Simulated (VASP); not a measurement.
## Zn: single point with r2SCAN

Zn:

```
Zn
1.0
     2.61873    0.00000    0.00000
    -1.30936    2.26788    0.00000
     0.00000    0.00000    4.83890
Zn
2
Cartesian
  0.0000 1.5119 1.2097
  1.3094 0.7560 3.6292
```

| Property | Result |
| --- | --- |
| Program | VASP 6.6.1 |
| Task | single point |
| Functional | r2SCAN |
| Potentials or basis | VASP PAW PBE potentials, release 64 (Zn) |
| Cutoff | 520 eV |
| k mesh | 15 × 15 × 7 |
| Occupations | fermi-dirac, width 0.1 eV |
| Spin | no spin polarisation |
| Dipole correction | no |
| Further INCAR settings | ALGO = Normal; EDIFF = 1e-07; NBANDS = 19 |

The pressure is 0.5 GPa and the band gap on the k mesh is zero (bands 12 and 13 overlap by 4.79 eV).

Stress tensor (GPa, compression positive):
```
-0.55  0.00  0.00
 0.00 -0.55  0.00
 0.00  0.00  2.73
```

Levels at points of the mesh, in eV from the Fermi level:
```
           k point  band 9  band 10  band 11  band 12  band 13  band 14  band 15  band 16
(0.00, 0.00, 0.00)   -7.80    -7.56    -7.56    -4.15    -3.09    15.02    18.57    19.05
```

It took 4.4 min on 1 thread of Intel(R) Xeon(R) Platinum 8375C CPU @ 2.90GHz (Ice Lake), with other jobs on the host, peak memory 0.17 GiB.

Caveat: the PAW data sets were made with another functional, which shifts forces and pressure a little.
